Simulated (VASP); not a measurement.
TmH2W:

```xyz
4
Lattice="3.3952 0.0000 0.0000 -1.6976 2.9403 0.0000 0.0000 0.0000 5.9687" Properties=species:S:1:pos:R:3 pbc="T T T"
Tm    0.0000    0.0000    2.9844
H     0.0000    1.9602    0.0000
H     1.6976    0.9801    0.0000
W     0.0000    0.0000    0.0000
```

The cell was built from a structure type or drawn by symmetry, and may not be a known phase.

```yaml
Program: VASP 6.6.1
Task: relaxation of cell and atoms
Functional: PBE
Potentials_or_basis: VASP PAW PBE potentials, release 64 (Tm_3, H, W_sv), 4f in core
Cutoff: 500 eV
k_mesh: 6 × 6 × 4
Occupations: gaussian, width 0.1 eV
Spin: no spin polarisation
```

At the start: pressure -8.8 GPa; volume 14.90 Å³/atom.

Task: How do energy, volume and symmetry change on relaxing?

Result: Over 6 steps the energy falls by 60.0 meV/atom and the volume is 13.58 Å³/atom (-8.8 %); space group P6/mmm (No. 191, to 0.1 Å) before and after.

Step by step:
```
step  energy change (eV)  largest force (eV/Å)  pressure (GPa)  volume (Å³)
   1              0.0000                0.0000           -8.80        59.59
   2             -0.2277                0.0000            2.76        52.76
   3             -0.2367                0.0000            0.54        53.75
   4             -0.2366                0.0000            0.31        53.86
   5             -0.2394                0.0000            0.07        54.12
   6             -0.2399                0.0000           -0.13        54.32
```

Final structure:
```
Tm H W
1.0
     3.23294    0.00000    0.00000
    -1.61647    2.79981    0.00000
     0.00000    0.00000    6.00089
Tm H W
1 2 1
Direct
  0.00000 0.00000 0.50000
  0.33333 0.66667 0.00000
  0.66667 0.33333 0.00000
  0.00000 0.00000 0.00000
```
